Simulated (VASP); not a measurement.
Runs of VASP 6.6.1 on Ca. The structure is that of space group Fm-3m (No. 225), or close to it. The cells are those of the table. 

| cell | gap on the mesh (eV) | pressure (GPa) |
| --- | --- | --- |
| a = 4.268 Å, angles 60.0°, 1 atom | none | -2.9 |
| a = 3.794 Å, angles 60.0°, 1 atom | none | 1.8 |
| a = 3.873, b = 3.873, c = 3.794 Å, angles 60.7, 60.7, 58.6°, 1 atom | none | (b) |
| a = 4.110 Å, angles 60.0°, 1 atom | none | (a) |
| a = 3.635 Å, angles 60.0°, 1 atom | none | 5.3 |
| a = 3.715, b = 3.715, c = 3.635 Å, angles 60.7, 60.7, 58.6°, 1 atom | none | 4.0 |

Alike in all rows: task single point; level PBE; potentials or basis VASP PAW PBE potentials, release 64 (Ca_sv); no spin polarisation; k mesh 14 × 14 × 14; cutoff (eV) 520; smearing gaussian 0.15 eV.

**Question.** Fill in the values left out.

**Answer.** (a) -2.0; (b) 0.9.

Caveats: the cell stands under pressure (at least some runs).

A gap of «none» marks levels without a gap at the run's occupations.
